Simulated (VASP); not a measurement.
Set up this calculation in VASP 6.6.1, as the native input.

| Property | Result |
| --- | --- |
| Task | single point |
| Functional | PBEsol |
| Potentials or basis | VASP PAW PBE potentials, release 64 (K_sv) |
| Cutoff | 520 eV |
| k mesh | 8 × 8 × 8 |
| Occupations | fermi-dirac, width 0.1 eV |
| Spin | no spin polarisation |
| Dipole correction | no |
| Further INCAR settings | ALGO = Normal; EDIFF = 1e-07; NBANDS = 10 |

The structure of K lies in POSCAR:

```
K
1.0
    4.0773541859      0.0000000000      0.0000000000
    0.0000000000      4.0773541859      0.0000000000
    0.0000000000      0.0000000000      4.0773541859
K
1
Direct
    0.0000000000      0.0000000000      0.0000000000
```

This cell differs from its parent crystal: volume scaled by 0.88.

These files were run (other wordings do the same):

INCAR

```
SYSTEM = K
ALGO = Normal
EDIFF = 1E-7
ENCUT = 520
GGA = PS
ISIF = 2
ISMEAR = -1
LASPH = .True.
LCHARG = .False.
LREAL = .False.
LWAVE = .False.
NBANDS = 10
NELM = 80
PREC = Accurate
SIGMA = 0.1
```

KPOINTS

```
k-points
0
Gamma
  8 8 8
  0 0 0
```

Potentials or basis: VASP PAW PBE potentials, release 64 (K_sv).

Run with:

```bash
$ cat potpaw_PBE.64/K_sv/POTCAR > POTCAR
$ mpirun -np 1 vasp_std > vasp.out
```

It gave:

```json
{"Pressure": "0.4 GPa"}
```

Caveat: the PAW data sets were made with another functional, which shifts forces and pressure a little.

Run time: 18 s on 1 thread of Intel Xeon 6975P-C (shared host), peak memory 0.17 GiB.
